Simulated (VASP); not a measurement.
# Mo (Im-3m) in VASP: a series of runs

Mo is run at these levels: LDA, PBEsol, PBE; tasks: single point.

Program: VASP 6.6.1. These are calculated values, not measurements. Logs are shortened: lines on timing, memory, paths and dates and some standing lists are left out, and cuts for length are marked.

## Step 1: The cell of the first run

The structure is cubic, space group Im-3m (No. 229). The conventional cell has a = 3.142 Å, b = 3.142 Å, c = 3.142 Å, α = 90.00°, β = 90.00°, γ = 90.00°. Within 3.6 Å of Mo (site symmetry m-3m) lie 14 Mo at 2.72 to 3.14 Å.

## Step 2: Single point, LDA

INCAR

```
SYSTEM = Mo
ALGO = Normal
EDIFF = 1E-6
ENCUT = 520
ISIF = 2
ISMEAR = -1
LASPH = .TRUE.
LCHARG = .FALSE.
LREAL = .FALSE.
LWAVE = .FALSE.
NBANDS = 13
NELM = 80
PREC = Accurate
SIGMA = 0.05
```

KPOINTS

```
k-points
0
G
  16 16 16
  0 0 0
```

POSCAR

```
Mo
1.0
   -1.5710000000      1.5710000000      1.5710000000
    1.5710000000     -1.5710000000      1.5710000000
    1.5710000000      1.5710000000     -1.5710000000
Mo
1
Direct
    0.0000000000      0.0000000000      0.0000000000
```

Potentials or basis: VASP PAW LDA potentials, release 64 (Mo_sv).

Run with:

```bash
cat potpaw_LDA.64/Mo_sv/POTCAR > POTCAR
mpirun -np 1 vasp_std > vasp.out
```

OUTCAR:

```text
SYSTEM = Mo
   EDIFF = 1E-6
   ENCUT = 520
   ISIF = 2
   ISMEAR = -1
   LASPH = .TRUE.
   LREAL = .FALSE.
   NELM = 80
   PREC = Accurate

 ion  position               nearest neighbor table
   1  0.000  0.000  0.000-

  LATTYP: Found a body centered cubic cell.
 ALAT       =     3.1420000000

  Lattice vectors:

 A1 = (  -1.5710000000,   1.5710000000,   1.5710000000)
 A2 = (   1.5710000000,  -1.5710000000,   1.5710000000)
 A3 = (   1.5710000000,   1.5710000000,  -1.5710000000)

Analysis of symmetry for initial positions (statically):
=====================================================================
 Subroutine PRICEL returns:
 Original cell was already a primitive cell.

 Routine SETGRP: Setting up the symmetry group for a
 body centered cubic supercell.

 Subroutine GETGRP returns: Found 48 space group operations
 (whereof 48 operations were pure point group operations)
 out of a pool of 48 trial point group operations.

The static configuration has the point symmetry O_h .

Analysis of symmetry for dynamics (positions and initial velocities):
=====================================================================
 Subroutine PRICEL returns:
 Original cell was already a primitive cell.

 Routine SETGRP: Setting up the symmetry group for a
 body centered cubic supercell.

 Subroutine GETGRP returns: Found 48 space group operations
 (whereof 48 operations were pure point group operations)
 out of a pool of 48 trial point group operations.

The dynamic configuration has the point symmetry O_h .

 Subroutine INISYM returns: Found 48 space group operations
 (whereof 48 operations are pure point group operations),
 and found     1 'primitive' translations

----------------------------------------------------------------------------------------

                                     Primitive cell

  volume of cell :      15.5092

  direct lattice vectors                    reciprocal lattice vectors
    -1.571000000  1.571000000  1.571000000     0.000000000  0.318268619  0.318268619
     1.571000000 -1.571000000  1.571000000     0.318268619  0.000000000  0.318268619
     1.571000000  1.571000000 -1.571000000     0.318268619  0.318268619  0.000000000

  length of vectors
     2.721051819  2.721051819  2.721051819     0.450099797  0.450099797  0.450099797

  position of ions in fractional coordinates (direct lattice)
     0.000000000  0.000000000  0.000000000

  ion indices of the primitive-cell ions
   primitive index   ion index
                 1           1

----------------------------------------------------------------------------------------

 KPOINTS: k-points

Automatic generation of k-mesh.
 Grid dimensions read from file:
 generate k-points for:   16   16   16

 Generating k-lattice:

  Cartesian coordinates                     Fractional coordinates (reciprocal lattice)
     0.000000000  0.019891789  0.019891789     0.062500000  0.000000000  0.000000000
     0.019891789  0.000000000  0.019891789     0.000000000  0.062500000  0.000000000
     0.019891789  0.019891789  0.000000000     0.000000000  0.000000000  0.062500000

  Length of vectors
     0.028131237  0.028131237  0.028131237

  Shift w.r.t. Gamma in fractional coordinates (k-lattice)
     0.000000000  0.000000000  0.000000000

 Subroutine IBZKPT returns following result:
 ===========================================

 Found    145 irreducible k-points:

 Following reciprocal coordinates:
            Coordinates               Weight
  0.000000  0.000000  0.000000      1.000000
  0.062500  0.000000  0.000000     12.000000
  0.125000  0.000000  0.000000     12.000000
  0.187500  0.000000  0.000000     12.000000
  0.250000  0.000000  0.000000     12.000000
  0.312500  0.000000  0.000000     12.000000
[... 16 lines left out ...]
  0.187500  0.187500  0.000000     24.000000
  0.250000  0.187500 -0.000000     48.000000
 [... further k-points ...]
   k-points           NKPTS =    145   k-points in BZ     NKDIM =    145   number of bands    NBANDS=     13
   number of dos      NEDOS =    301   number of ions     NIONS =      1
   total plane-waves  NPLWV =   8000
   dimension x,y,z NGX =    20 NGY =   20 NGZ =   20
   dimension x,y,z NGXF=    40 NGYF=   40 NGZF=   40
   ions per type =               1
   NGX,Y,Z   is equivalent  to a cutoff of  12.22, 12.22, 12.22 a.u.
   NGXF,Y,Z  is equivalent  to a cutoff of  24.44, 24.44, 24.44 a.u.
 SYSTEM =  Mo
   PREC   = accura    normal or accurate (medium, high low for compatibility)
   ISTART =      0    job   : 0-new  1-cont  2-samecut
   ICHARG =      2    charge: 1-file 2-atom 10-const
   ISPIN  =      1    spin polarized calculation?
   LNONCOLLINEAR =      F non collinear calculations
   LSORBIT =      F    spin-orbit coupling
   LASPH  =      T    aspherical Exc in radial PAW
   ENCUT  =  520.0 eV  38.22 Ry    6.18 a.u.   5.06  5.06  5.06*2*pi/ulx,y,z
   NELM   =     80;   NELMIN=  2; NELMDL= -5     # of ELM steps
   EDIFF  = 0.1E-05   stopping-criterion for ELM
   LREAL  =      F    real-space projection
   EDIFFG = 0.1E-04   stopping-criterion for IOM
   NSW    =      0    number of steps for IOM
   IBRION =     -1    ionic relax: 0-MD 1-quasi-New 2-CG
   NFREE  =      0    steps in history (QN), initial steepest desc. (CG)
   ISIF   =      2    stress and relaxation
   ISYM   =      2    0-nonsym 1-usesym 2-fastsym
   POTIM  = 0.5000    time-step for ionic-motion
   TEBEG  =    0.0;   TEEND  =   0.0 temperature during run
   PSTRESS=    0.0 pullay stress
   NELECT =      14.0000    total number of electrons
   NUPDOWN=      -1.0000    fix difference up-down
   EMIN   =  10.00;   EMAX   =-10.00  energy-range for DOS
   EFERMI =   0.00;   METHOD = LEGACY
   ISMEAR =    -1;   SIGMA  =   0.05  broadening in eV -4-tet -1-fermi 0-gaus
   EFERMI_NEDOS =   21; number of points for ismear=-14 and -15
   IALGO  =     38    algorithm
   IMIX   =      4    mixing-type and parameters
     AMIX     =   0.40;   BMIX     =  1.00
     AMIX_MAG =   1.60;   BMIX_MAG =  1.00
  volume/ion in A,a.u.               =      15.51       104.66
  Fermi-wavevector in a.u.,A,eV,Ry     =   1.582176  2.989878 34.059184  2.503279
  Thomas-Fermi vector in A             =   2.682139
   LORBIT       =      0    0 simple, 1 ext, 2 COOP (PROOUT), +10 PAW based schemes
   GGA     = CA    functional components
   LHFCALC =     F    Hartree Fock is set to
   AEXX    =    0.0000 exact exchange contribution
   IVDW    =     0    specifies the selected vdW correction
   LEPSILON=     F    determine dielectric tensor
   LRPA    =     F    only Hartree local field effects (RPA)
 non-spin polarized calculation
  energy-cutoff  :      520.00
  volume of cell :       15.51
 maximum number of plane-waves:       430
   NGX = 11   NGY = 11   NGZ = 11

 number of electron      14.0000000 magnetization

 Free energy of the ion-electron system (eV)
  ---------------------------------------------------
  ext. energy  EPLUGINS =         0.00000000
  ---------------------------------------------------
  free energy    TOTEN  =       -12.12921395 eV

  energy without entropy =      -12.12514788  energy(sigma->0) =      -12.12718091

 E-fermi :  12.5985     XC(G=0): -13.6466

 val. band max:       12.5771468297   @ k =  -0.1875   0.1875   0.0625
 cond. band min:      12.6360891347   @ k =   0.3750   0.0000   0.0000
 fundamental gap:      0.0589423050
 Fermi energy:        12.5985427206

 k-point     1 :       0.0000    0.0000    0.0000
  band No.  band energies     occupation
      1     -48.3366      2.00000
      2     -21.7588      2.00000
      3     -21.7588      2.00000
      4     -21.7588      2.00000
      5       5.3393      2.00000
      6      11.2078      2.00000
      7      11.2078      2.00000
      8      11.2078      2.00000
      9      14.2354      0.00000
     10      14.2354      0.00000
     11      27.4306      0.00000
     12      27.4306      0.00000
     13      27.4306      0.00000

 k-point     2 :       0.0625    0.0000    0.0000
  band No.  band energies     occupation
      1     -48.3261      2.00000
      2     -21.8184      2.00000
      3     -21.7772      2.00000
      4     -21.7593      2.00000
      5       5.5146      2.00000
      6      11.1088      2.00000
      7      11.1918      2.00000
      8      11.3727      2.00000
      9      14.0894      0.00000
     10      14.2380      0.00000
     11      27.5631      0.00000
     12      27.7259      0.00000
     13      27.7821      0.00000

 k-point     3 :       0.1250    0.0000    0.0000
  band No.  band energies     occupation
      1     -48.2963      2.00000
      2     -21.9861      2.00000
      3     -21.8291      2.00000
      4     -21.7606      2.00000
      5       6.0067      2.00000
      6      10.8389      2.00000
      7      11.1173      2.00000
      8      11.8586      2.00000
      9      13.7963      0.00000
     10      14.2540      0.00000
     11      27.8571      0.00000
     12      28.5803      0.00000
     13      28.6111      0.00000

 k-point     4 :       0.1875    0.0000    0.0000
  band No.  band energies     occupation
      1     -48.2514      2.00000
      2     -22.2318      2.00000
      3     -21.9059      2.00000
      4     -21.7626      2.00000
      5       6.6949      2.00000
      6      10.4646      2.00000
      7      10.9830      2.00000
      8      12.6390      0.61604
      9      13.6316      0.00000
     10      14.3022      0.00000
     11      27.9570      0.00000
     12      29.2512      0.00000
     13      29.9150      0.00000

 k-point     5 :       0.2500    0.0000    0.0000
  band No.  band energies     occupation
      1     -48.1980      2.00000
      2     -22.5140      2.00000
      3     -21.9953      2.00000
      4     -21.7650      2.00000
      5       7.3135      2.00000
      6      10.0605      2.00000
      7      11.0222      2.00000
      8      13.6653      0.00000
      9      13.7113      0.00000
     10      14.3988      0.00000
     11      27.4432      0.00000
     12      28.8868      0.00000
     13      31.6288      0.00000
[... 257 lines left out ...]
 k-point    22 :       0.4375    0.1250    0.0000
  band No.  band energies     occupation
      1     -48.0461      2.00000
      2     -23.1474      2.00000
      3     -22.2979      2.00000
      4     -21.8485      2.00000
      5       7.6650      2.00000
      6       9.2937      2.00000
      7      12.6876      0.28845
      8      14.1330      0.00000
      9      15.4781      0.00000
     10      18.6823      0.00000
     11      23.8915      0.00000
     12      25.3310      0.00000
     13      29.1654      0.00000

 k-point    23 :       0.1875    0.1875    0.0000
  band No.  band energies     occupation
      1     -48.1317      2.00000
      2     -22.7571      2.00000
      3     -22.1110      2.00000
      4     -21.8660      2.00000
      5       8.2488      2.00000
      6       9.8754      2.00000
      7      10.3815      2.00000
      8      13.4426      0.00000
      9      14.8788      0.00000
     10      15.8205      0.00000
     11      27.0516      0.00000
     12      28.2966      0.00000
     13      31.5209      0.00000

 k-point    24 :       0.2500    0.1875   -0.0000
  band No.  band energies     occupation
      1     -48.0891      2.00000
      2     -22.9033      2.00000
      3     -22.2330      2.00000
      4     -21.8855      2.00000
      5       8.3830      2.00000
      6       9.6419      2.00000
      7      10.7921      2.00000
      8      13.6744      0.00000
      9      15.0145      0.00000
     10      17.3006      0.00000
     11      25.8825      0.00000
     12      27.4096      0.00000
     13      30.2447      0.00000

 [... further k-points ...]

------------------------ aborting loop because EDIFF is reached ----------------------------------------

  FORCE on cell =-STRESS in cart. coord.  units (eV):
  Direction    XX          YY          ZZ          XY          YZ          ZX
  --------------------------------------------------------------------------------------
  -------------------------------------------------------------------------------------
  Total       -0.6908009     -0.6908009     -0.6908009     -0.0000000     -0.0000000      0.0000000
  in kB      -71.3632980    -71.3632980    -71.3632980     -0.0000000     -0.0000000      0.0000000
  external PRESSURE =     -71.3632980 kB  Pullay stress =       0.0000000 kB

 VOLUME and BASIS-vectors are now :
 -----------------------------------------------------------------------------
  energy-cutoff  :      520.00
  volume of cell :       15.51
      direct lattice vectors                 reciprocal lattice vectors
    -1.571000000  1.571000000  1.571000000     0.000000000  0.318268619  0.318268619
     1.571000000 -1.571000000  1.571000000     0.318268619  0.000000000  0.318268619
     1.571000000  1.571000000 -1.571000000     0.318268619  0.318268619  0.000000000

 POSITION                                       TOTAL-FORCE (eV/Angst)
 -----------------------------------------------------------------------------------
      0.00000      0.00000      0.00000        -0.000000      0.000000      0.000000
 -----------------------------------------------------------------------------------
    total drift:                                0.000000     -0.000000      0.000000

  FREE ENERGIE OF THE ION-ELECTRON SYSTEM (eV)
  ---------------------------------------------------
  free  energy   TOTEN  =       -12.1292139469 eV

  energy  without entropy=      -12.1251478804  energy(sigma->0) =      -12.12718091
```

Wall time 11 s (1 thread of Intel Xeon Platinum 8488C (Sapphire Rapids), shared host); peak memory 0.14 GiB.

What came out:

```yaml
Free_energy: -12.1292 eV
Pressure: -7.1 GPa
Band_gap_on_the_k_mesh: zero (bands 7 and 8 overlap by 5.45 eV)
```

Levels at points of the mesh, in eV from the Fermi level:
```tsv
k point	band 4	band 5	band 6	band 7	band 8	band 9	band 10	band 11
(0.00, 0.00, 0.00)	-34.36	-7.26	-1.39	-1.39	-1.39	1.64	1.64	14.83
(0.50, 0.00, 0.00)	-34.37	-5.39	-3.45	1.68	1.70	2.31	4.84	11.75
(0.50, 0.50, 0.50)	-35.36	-5.53	-5.53	4.05	4.05	4.05	9.11	9.11
```

Caveat: the cell stands under tension.

## Step 3: Single point, PBEsol

INCAR

```
SYSTEM = Mo
PREC = Accurate ; ENCUT = 520
EDIFF = 1E-6 ; ISMEAR = -1
SIGMA = 0.05 ; LREAL = .FALSE.
LASPH = .TRUE. ; NELM = 100
ALGO = Normal ; ISIF = 2
LWAVE = .FALSE. ; LCHARG = .FALSE.
GGA = PS ; NBANDS = 13
```

KPOINTS

```
regular mesh
0
G
  16 16 16
  0 0 0
```

POSCAR is that of step 2.

Potentials or basis: VASP PAW PBE potentials, release 64 (Mo_sv).

Run with:

```bash
cat potpaw_PBE.64/Mo_sv/POTCAR > POTCAR
mpirun -np 1 vasp_std > vasp.out
```

Wall time 11 s (1 thread of Intel Xeon Platinum 8488C (Sapphire Rapids), shared host); peak memory 0.14 GiB.

It converged, with:

- Free energy: -11.7837 eV
- Pressure: -2.9 GPa
- Band gap on the k mesh: zero (bands 7 and 8 overlap by 5.44 eV)

Levels at points of the mesh, in eV from the Fermi level:
```csv
k point,band 5,band 6,band 7,band 8,band 9,band 10
"(0.00, 0.00, 0.00)",-7.31,-1.37,-1.37,-1.37,1.67,1.67
"(0.50, 0.00, 0.00)",-5.39,-3.44,1.64,1.71,2.34,4.85
"(0.50, 0.50, 0.50)",-5.52,-5.52,4.07,4.07,4.07,9.09
```

Caveat: the PAW data sets were made with another functional, which shifts forces and pressure a little.

## Step 4: Single point, PBE

INCAR

```
SYSTEM = Mo
PREC = Accurate
ENCUT = 520
EDIFF = 1E-6
ISMEAR = -1
SIGMA = 0.05
LREAL = .FALSE.
LASPH = .TRUE.
NELM = 80
ALGO = Normal
ISIF = 2
LWAVE = .FALSE.
LCHARG = .TRUE.
GGA = PE
LELF = .TRUE.
LVHAR = .TRUE.
NBANDS = 13
```

KPOINTS

```
Automatic mesh
0
G
  16 16 16
  0 0 0
```

POSCAR is that of step 3.

Run with:

```bash
cat potpaw_PBE.64/Mo_sv/POTCAR > POTCAR
mpirun -np 1 vasp_std > vasp.out
```

Wall time 12 s (1 thread of Intel Xeon Platinum 8488C (Sapphire Rapids), shared host); peak memory 0.14 GiB.

It converged, with:

```
Free energy            : -10.9372 eV
Pressure               : 5.2 GPa
Band gap on the k mesh : zero (bands 7 and 8 overlap by 5.41 eV)
```

Levels at points of the mesh, in eV from the Fermi level:
```csv
k point,band 5,band 6,band 7,band 8,band 9,band 10
"(0.00, 0.00, 0.00)",-7.26,-1.38,-1.38,-1.38,1.68,1.68
"(0.50, 0.00, 0.00)",-5.37,-3.44,1.65,1.71,2.35,4.80
"(0.50, 0.50, 0.50)",-5.50,-5.50,4.03,4.03,4.03,9.12
```

Caveat: the cell stands under pressure.

## Step 5: Summary

| level | potentials or basis | gap on the mesh (eV) | pressure (GPa) |
| --- | --- | --- | --- |
| LDA | VASP PAW LDA potentials, release 64 (Mo_sv) | none | -7.1 |
| PBEsol | VASP PAW PBE potentials, release 64 (Mo_sv) | none | -2.9 |
| PBE | VASP PAW PBE potentials, release 64 (Mo_sv) | none | 5.2 |

Alike in all rows: task single point; no spin polarisation; cell as given; k mesh 16 × 16 × 16; cutoff (eV) 520; smearing fermi-dirac 0.05 eV.

Caveats: the cell stands under tension (at least some runs); the PAW data sets were made with another functional, which shifts forces and pressure a little (at least some runs); the cell stands under pressure (at least some runs).

Absolute energies hang on the potentials; compare differences alone.

The gap in the log of VASP goes by the Fermi energy; the results here count the filled bands.